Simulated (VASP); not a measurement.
Na, 7 atoms in the cell. The cell holds a slab with vacuum, 7 atoms: a = 4.167 Å, b = 3.609 Å, c = 33.678 Å, α = 90.00°, β = 90.00°, γ = 54.74°. 

| Property | Result |
| --- | --- |
| Program | VASP 6.6.1 |
| Task | single point |
| Functional | PBEsol |
| Potentials or basis | VASP PAW PBE potentials, release 64 (Na_pv) |
| Cutoff | 520 eV |
| k mesh | 11 × 11 × 1 |
| Occupations | methfessel-paxton, width 0.1 eV |
| Spin | no spin polarisation |
| Dipole correction | yes |
| Further INCAR settings | ALGO = Fast; EDIFF = 1e-06; NBANDS = 34 |

Potentials or basis: VASP PAW PBE potentials, release 64 (Na_pv).

Launch:

```bash
$ cat potpaw_PBE.64/Na_pv/POTCAR > POTCAR
$ mpirun -np 1 vasp_std > vasp.out
```

Hardware: 1 thread of Intel(R) Xeon(R) 6975P-C (Granite Rapids), with other jobs on the host.

Question: Estimate the wall time of this run.

Answer: It took 6.9 min on 1 thread of Intel(R) Xeon(R) 6975P-C (Granite Rapids) (shared host), peak memory 0.7 GiB. Counts: scf iterations 21, k points 36.
